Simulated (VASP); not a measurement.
A run of VASP 6.6.1 is set up as follows.

Contents of INCAR:

```
SYSTEM = B3As2
PREC = Accurate ; ENCUT = 520
EDIFF = 1E-6 ; ISMEAR = 0
SIGMA = 0.1 ; LREAL = .False.
LASPH = .True. ; NELM = 60
ALGO = Normal ; ISIF = 2
LWAVE = .False. ; LCHARG = .True.
GGA = PE ; LELF = .True.
LVHAR = .True. ; NBANDS = 18
```

Contents of KPOINTS:

```
Automatic mesh
0
Gamma
  6 6 4
  0 0 0
```

POSCAR

```
B3As2
1.0
    4.1057261500      0.0000000000      0.0000000000
   -2.0528630800      3.5556631500      0.0000000000
    0.0000000000      0.0000000000      5.0416950800
B As
3 2
Direct
    0.0000000000      0.0000000000      0.0000000000
    0.3333333300      0.6666666700      0.6449289300
    0.6666666700      0.3333333300      0.3550710700
    0.3333333300      0.6666666700      0.1568725000
    0.6666666700      0.3333333300      0.8431275000
```

Potentials or basis: VASP PAW PBE potentials, release 64 (B, As).

Run with:

```bash
$ cat potpaw_PBE.64/B/POTCAR potpaw_PBE.64/As/POTCAR > POTCAR
$ mpirun -np 1 vasp_std > vasp.out
```

Estimate the largest force.

2.500 eV/Å.

Predict the pressure.

-9.3 GPa.

Forces in eV/Å, atoms in the order of the input:
```
B    0.000  0.000  0.000
B    0.000  0.000 -0.355
B    0.000  0.000  0.355
As   0.000  0.000  2.500
As   0.000  0.000 -2.500
```

Caveat: forces of over 1 eV/Å act on the atoms, so gaps and moduli don't describe the material at rest.
